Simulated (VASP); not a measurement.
# MgO (Pm-3m) in VASP: notebook

The runs below take MgO through relaxation of cell and atoms, single point, with r2SCAN.

Everything below comes from runs of VASP 6.6.1. Logs are shortened: lines on timing, memory, paths and dates and some standing lists are left out, and cuts for length are marked.

## 1. The cell of the first run

The structure is cubic, space group Pm-3m (No. 221). Conventional cell: a = 2.660 Å, b = 2.660 Å, c = 2.660 Å, α = 90.00°, β = 90.00°, γ = 90.00°. Within 3.0 Å of Mg (site symmetry m-3m) lie 8 O at 2.30 Å and 6 Mg at 2.66 Å. O (site symmetry m-3m) has 8 Mg at 2.30 Å and 6 O at 2.66 Å within 3.0 Å.

## 2. Relaxation of cell and atoms, r2SCAN

File POSCAR:

```
MgO
1.0
    2.6598216230      0.0000000000      0.0000000000
    0.0000000000      2.6598216230      0.0000000000
    0.0000000000      0.0000000000      2.6598216230
Mg O
1 1
Direct
    0.0000000000      0.0000000000      0.0000000000
    0.5000000000      0.5000000000      0.5000000000
```

File INCAR.step1:

```
SYSTEM = MgO
PREC = Accurate ; ENCUT = 920
ISMEAR = -1 ; SIGMA = 0.02
LREAL = .FALSE. ; LASPH = .TRUE.
NELM = 120 ; GGA = PE
ALGO = Normal ; EDIFF = 1E-5
LWAVE = .TRUE. ; LCHARG = .FALSE.
GGA_COMPAT = .FALSE. ; IBRION = 2
ISIF = 3 ; EDIFFG = -0.005
NELMIN = 4 ; NSW = 100
```

File INCAR.step2:

```
SYSTEM = MgO
PREC = Accurate ; ENCUT = 920
EDIFF = 1E-7 ; ISMEAR = -1
SIGMA = 0.02 ; LREAL = .FALSE.
LASPH = .TRUE. ; NELM = 120
ALGO = Normal ; ISIF = 3
LWAVE = .FALSE. ; LCHARG = .FALSE.
METAGGA = R2SCAN ; LMIXTAU = .TRUE.
IBRION = 2 ; NSW = 80
EDIFFG = -0.005 ; ISTART = 1
GGA_COMPAT = .FALSE. ; NELMIN = 4
```

File KPOINTS:

```
regular mesh
0
G
  8 8 8
  0 0 0
```

Potentials or basis: VASP PAW PBE potentials, release 64 (Mg_sv, O).

Run with:

```sh
$ cat potpaw_PBE.64/Mg_sv/POTCAR potpaw_PBE.64/O/POTCAR > POTCAR
$ cp INCAR.step1 INCAR
$ mpirun -np 1 vasp_std > vasp.out
$ cp INCAR.step2 INCAR
$ mpirun -np 1 vasp_std > vasp.out
```

OUTCAR:

```text
SYSTEM = MgO
   PREC = Accurate
   ENCUT = 920
   EDIFF = 1E-7
   ISMEAR = -1
   LREAL = .FALSE.
   LASPH = .TRUE.
   NELM = 120
   ISIF = 3
   METAGGA = R2SCAN
   IBRION = 2
   NSW = 80
   EDIFFG = -0.005
   ISTART = 1
   NELMIN = 4

 ion  position               nearest neighbor table
   1  0.000  0.000  0.000-
   2  0.500  0.500  0.500-

  LATTYP: Found a simple cubic cell.
 ALAT       =     2.6598216230

  Lattice vectors:

 A1 = (   2.6598216230,   0.0000000000,   0.0000000000)
 A2 = (   0.0000000000,   2.6598216230,   0.0000000000)
 A3 = (   0.0000000000,   0.0000000000,   2.6598216230)

Analysis of symmetry for initial positions (statically):
=====================================================================
 Subroutine PRICEL returns:
 Original cell was already a primitive cell.

 Routine SETGRP: Setting up the symmetry group for a
 simple cubic supercell.

 Subroutine GETGRP returns: Found 48 space group operations
 (whereof 48 operations were pure point group operations)
 out of a pool of 48 trial point group operations.

The static configuration has the point symmetry O_h .

Analysis of symmetry for dynamics (positions and initial velocities):
=====================================================================
 Subroutine PRICEL returns:
 Original cell was already a primitive cell.

 Routine SETGRP: Setting up the symmetry group for a
 simple cubic supercell.

 Subroutine GETGRP returns: Found 48 space group operations
 (whereof 48 operations were pure point group operations)
 out of a pool of 48 trial point group operations.

The dynamic configuration has the point symmetry O_h .

 Subroutine INISYM returns: Found 48 space group operations
 (whereof 48 operations are pure point group operations),
 and found     1 'primitive' translations

----------------------------------------------------------------------------------------

                                     Primitive cell

  volume of cell :      18.8173

  direct lattice vectors                    reciprocal lattice vectors
     2.659821623  0.000000000  0.000000000     0.375965061  0.000000000  0.000000000
[... 102 lines left out ...]
   EFERMI_NEDOS =   21; number of points for ismear=-14 and -15
   IALGO  =     38    algorithm
   IMIX   =      4    mixing-type and parameters
     AMIX     =   0.40;   BMIX     =  1.00
     AMIX_MAG =   1.60;   BMIX_MAG =  1.00
  volume/ion in A,a.u.               =       9.41        63.49
  Fermi-wavevector in a.u.,A,eV,Ry     =   1.550942  2.930856 32.727754  2.405422
  Thomas-Fermi vector in A             =   2.655533
   LORBIT       =      0    0 simple, 1 ext, 2 COOP (PROOUT), +10 PAW based schemes
   METAGGA = R2SCAN    functional components
   LHFCALC =     F    Hartree Fock is set to
   AEXX    =    0.0000 exact exchange contribution
   IVDW    =     0    specifies the selected vdW correction
   LEPSILON=     F    determine dielectric tensor
   LRPA    =     F    only Hartree local field effects (RPA)
 conjugate gradient relaxation of ions
 non-spin polarized calculation
  energy-cutoff  :      920.00
  volume of cell :       18.82
 maximum number of plane-waves:      1222
 NGX is ok and might be reduce to    28
   NGX = 13   NGY = 13   NGZ = 13

--------------------------------------- Ionic step        1  -------------------------------------------

 number of electron      16.0000006 magnetization

 Free energy of the ion-electron system (eV)
  ---------------------------------------------------
  ext. energy  EPLUGINS =         0.00000000
  ---------------------------------------------------
  free energy    TOTEN  =       -14.52863297 eV

  energy without entropy =      -14.52863297  energy(sigma->0) =      -14.52863297

------------------------ aborting loop because EDIFF is reached ----------------------------------------

  FORCE on cell =-STRESS in cart. coord.  units (eV):
  Direction    XX          YY          ZZ          XY          YZ          ZX
  --------------------------------------------------------------------------------------
  -------------------------------------------------------------------------------------
  Total       -0.6708872     -0.6708872     -0.6708872     -0.0000000     -0.0000000      0.0000000
  in kB      -57.1218893    -57.1218893    -57.1218893     -0.0000000     -0.0000000      0.0000000
  external PRESSURE =     -57.1218893 kB  Pullay stress =       0.0000000 kB
[... 59 lines left out ...]
--------------------------------------- Ionic step        3  -------------------------------------------

 number of electron      15.9999997 magnetization

 Free energy of the ion-electron system (eV)
  ---------------------------------------------------
  ext. energy  EPLUGINS =         0.00000000
  ---------------------------------------------------
  free energy    TOTEN  =       -14.54109621 eV

  energy without entropy =      -14.54109621  energy(sigma->0) =      -14.54109621

 E-fermi :   4.8784     XC(G=0): -12.3242

 val. band max:        4.4998342502   @ k =   0.5000   0.5000   0.0000
 cond. band min:       7.9746478189   @ k =   0.0000   0.0000   0.0000
 fundamental gap:      3.4748135687
 Fermi energy:         4.8783786965

 k-point     1 :       0.0000    0.0000    0.0000
  band No.  band energies     occupation
      1     -73.1181      2.00000
      2     -38.1716      2.00000
      3     -38.1716      2.00000
      4     -38.1716      2.00000
      5     -15.0398      2.00000
      6       3.4509      2.00000
      7       3.4509      2.00000
      8       3.4509      2.00000
      9       7.9746      0.00000
     10      15.9795      0.00000
     11      15.9795      0.00000
     12      26.4625      0.00000
[... 331 lines left out ...]
 k-point    24 :       0.5000    0.3750    0.1250
  band No.  band energies     occupation
      1     -73.0935      2.00000
      2     -38.2798      2.00000
      3     -38.2595      2.00000
      4     -38.1675      2.00000
      5     -12.9927      2.00000
      6      -0.4781      2.00000
      7       0.3328      2.00000
      8       3.7346      2.00000
      9      11.4643      0.00000
     10      16.4206      0.00000
     11      16.9388      0.00000
     12      20.7616      0.00000

 [... further k-points ...]

------------------------ aborting loop because EDIFF is reached ----------------------------------------

  FORCE on cell =-STRESS in cart. coord.  units (eV):
  Direction    XX          YY          ZZ          XY          YZ          ZX
  --------------------------------------------------------------------------------------
  -------------------------------------------------------------------------------------
  Total       -0.0035759     -0.0035759     -0.0035759      0.0000000      0.0000000      0.0000000
  in kB       -0.3159485     -0.3159485     -0.3159485      0.0000000      0.0000000      0.0000000
  external PRESSURE =      -0.3159485 kB  Pullay stress =       0.0000000 kB
[... 17 lines left out ...]
  FREE ENERGIE OF THE ION-ELECTRON SYSTEM (eV)
  ---------------------------------------------------
  free  energy   TOTEN  =       -14.5410962111 eV

  energy  without entropy=      -14.5410962111  energy(sigma->0) =      -14.54109621

 reached required accuracy - stopping structural energy minimisation
```

Wall time 3.9 min (1 thread of AMD EPYC 7R43 (Zen 3), shared host); peak memory 0.14 GiB.

Results:

- Free energy: -14.5411 eV
- Relaxed volume: 9.07 Å³/atom
- Relaxed cell: a = 2.627 Å, b = 2.627 Å, c = 2.627 Å, α = 90.00°, β = 90.00°, γ = 90.00°
- Space group after relaxing (to 0.1 Å): Pm-3m (No. 221)
- Energy gained by relaxing: 6.2 meV/atom
- Ionic steps: 3
- Pressure after relaxing: 0.0 GPa
- Band gap on the k mesh: 3.47 eV (least direct gap 4.52 eV)

The path:
```
step  energy change (eV)  largest force (eV/Å)  pressure (GPa)  volume (Å³)
   1              0.0000                0.0000           -5.71        18.82
   2             -0.0111                0.0000            1.91        17.92
   3             -0.0125                0.0000           -0.03        18.13
```

Final structure:
```yaml
crystal:
  lattice:
    - [2.62719, 0.00000, 0.00000]
    - [0.00000, 2.62719, 0.00000]
    - [0.00000, 0.00000, 2.62719]
  atoms:
    - { symbol: Mg, position: [0.00000, 0.00000, 0.00000] }
    - { symbol: O, position: [0.50000, 0.50000, 0.50000] }
```

Caveat: the structure was generated, so it needn't be the stable form of MgO; the PAW data sets were made with another functional, which shifts forces and pressure a little.

## 3. Single point, r2SCAN

This run uses another cell than the first one, of 9.03 Å³/atom.

File POSCAR:

```
MgO
1.0
    2.6233490555      0.0000000000      0.0000000000
    0.0000000000      2.6233490555      0.0000000000
    0.0000000000      0.0000000000      2.6233490555
Mg O
1 1
Direct
    0.0000000000      0.0000000000      0.0000000000
    0.5000000000      0.5000000000      0.5000000000
```

File INCAR.step1:

```
  PREC = Accurate
  ENCUT = 920
  ISMEAR = 0
  SIGMA = 0.01
  LREAL = F
  LASPH = T
  NELM = 120
  NBANDS = 15
  GGA = PE
  ALGO = Normal
  EDIFF = 1E-5
  LWAVE = T
  LCHARG = F
  GGA_COMPAT = F
```

File INCAR.step2:

```
  PREC = Accurate
  ENCUT = 920
  EDIFF = 1E-6
  ISMEAR = 0
  SIGMA = 0.01
  LREAL = F
  LASPH = T
  NELM = 120
  ALGO = Normal
  ISIF = 2
  LWAVE = F
  LCHARG = F
  METAGGA = R2SCAN
  LMIXTAU = T
  NBANDS = 15
  ISTART = 1
  GGA_COMPAT = F
```

File KPOINTS:

```
regular mesh
0
Gamma
  10 10 10
```

Potentials or basis: VASP PAW PBE potentials, release 64 (Mg_sv, O).

Run with:

```sh
$ cat potpaw_PBE.64/Mg_sv/POTCAR potpaw_PBE.64/O/POTCAR > POTCAR
$ cp INCAR.step1 INCAR
$ mpirun -np 1 vasp_std > vasp.out
$ cp INCAR.step2 INCAR
$ mpirun -np 1 vasp_std > vasp.out
```

Run time: 87 s. Hardware: 1 thread of Intel Xeon Platinum 8488C (Sapphire Rapids), shared host; peak memory 0.18 GiB.

The run converged. Its results:

```
Free energy            : -14.5405 eV
Pressure               : 0.7 GPa
Band gap on the k mesh : 3.52 eV (least direct gap 4.57 eV)
```

Levels at points of the mesh, in eV from the valence-band top:
| k point | band 4 | band 5 | band 6 | band 7 | band 8 | band 9 | band 10 | band 11 | band 12 | band 13 |
| --- | --- | --- | --- | --- | --- | --- | --- | --- | --- | --- |
| (0.00, 0.00, 0.00) | -42.66 | -19.57 | -1.05 | -1.05 | -1.05 | 3.52 | 11.49 | 11.49 | 22.04 | 22.04 |
| (0.50, 0.00, 0.00) | -42.65 | -18.33 | -6.59 | -0.59 | -0.59 | 8.07 | 10.71 | 15.86 | 18.54 | 19.37 |
| (0.50, 0.50, 0.00) | -42.64 | -17.48 | -4.83 | -4.83 | 0.00 | 5.96 | 13.54 | 13.54 | 14.48 | 20.55 |
| (0.50, 0.50, 0.50) | -42.75 | -16.61 | -3.79 | -3.79 | -3.79 | 8.48 | 8.48 | 8.48 | 18.17 | 20.44 |

Caveat: the structure was generated, so it needn't be the stable form of MgO; the PAW data sets were made with another functional, which shifts forces and pressure a little. A k mesh can miss the band edges.

## 4. Single point, r2SCAN

This run uses another cell than the first one, of 9.03 Å³/atom.

POSCAR is that of step 3.

File INCAR.step1:

```
SYSTEM = MgO
ALGO = Normal
EDIFF = 1E-5
ENCUT = 920
GGA = PE
GGA_COMPAT = .False.
ISMEAR = -1
LASPH = .True.
LCHARG = .False.
LREAL = .False.
LWAVE = .True.
NBANDS = 15
NELM = 120
PREC = Accurate
SIGMA = 0.02
```

File INCAR.step2:

```
SYSTEM = MgO
ALGO = Normal
EDIFF = 1E-6
ENCUT = 920
GGA_COMPAT = .False.
ISIF = 2
ISMEAR = -1
ISTART = 1
LASPH = .True.
LCHARG = .False.
LMIXTAU = .True.
LREAL = .False.
LWAVE = .False.
METAGGA = R2SCAN
NBANDS = 15
NELM = 120
PREC = Accurate
SIGMA = 0.02
```

File KPOINTS:

```
k-points
0
Gamma
  8 8 8
  0 0 0
```

Run with:

```sh
$ cat potpaw_PBE.64/Mg_sv/POTCAR potpaw_PBE.64/O/POTCAR > POTCAR
$ cp INCAR.step1 INCAR
$ mpirun -np 1 vasp_std > vasp.out
$ cp INCAR.step2 INCAR
$ mpirun -np 1 vasp_std > vasp.out
```

It took 49 s on 1 thread of AMD EPYC 9R45 (Zen 5), shared host; peak memory 0.14 GiB.

The run converged. Its results:

```
Free energy            : -14.5403 eV
Pressure               : 0.7 GPa
Band gap on the k mesh : 3.52 eV (least direct gap 4.57 eV)
```

Levels at points of the mesh, in eV from the valence-band top:
```
           k point  band 6  band 7  band 8  band 9  band 10  band 11
(0.00, 0.00, 0.00)   -1.05   -1.05   -1.05    3.52    11.49    11.49
(0.50, 0.00, 0.00)   -6.59   -0.59   -0.59    8.07    10.71    15.86
(0.50, 0.50, 0.00)   -4.83   -4.83    0.00    5.96    13.54    13.54
(0.50, 0.50, 0.50)   -3.79   -3.79   -3.79    8.48     8.48     8.48
```

Caveat: the structure was generated, so it needn't be the stable form of MgO; the PAW data sets were made with another functional, which shifts forces and pressure a little. A k mesh can miss the band edges.

## 5. Overview

| task | cell | k mesh | smearing | gap on the mesh (eV) | pressure (GPa) |
| --- | --- | --- | --- | --- | --- |
| relaxation of cell and atoms | relaxed from a = 2.660 Å, 2 atoms | 8 × 8 × 8 | fermi-dirac 0.02 eV | 3.47 | 0.0 |
| single point | a = 2.623 Å, 2 atoms | 10 × 10 × 10 | gaussian 0.01 eV | 3.52 | 0.7 |
| single point | a = 2.623 Å, 2 atoms | 8 × 8 × 8 | fermi-dirac 0.02 eV | 3.52 | 0.7 |

Alike in all rows: level r2SCAN; potentials or basis VASP PAW PBE potentials, release 64 (Mg_sv, O); no spin polarisation; cutoff (eV) 920.

Caveats: the structure was generated, so it needn't be the stable form of MgO; the PAW data sets were made with another functional, which shifts forces and pressure a little.

Total energies depend on the potentials used, so only differences within one code and one set of settings carry meaning.
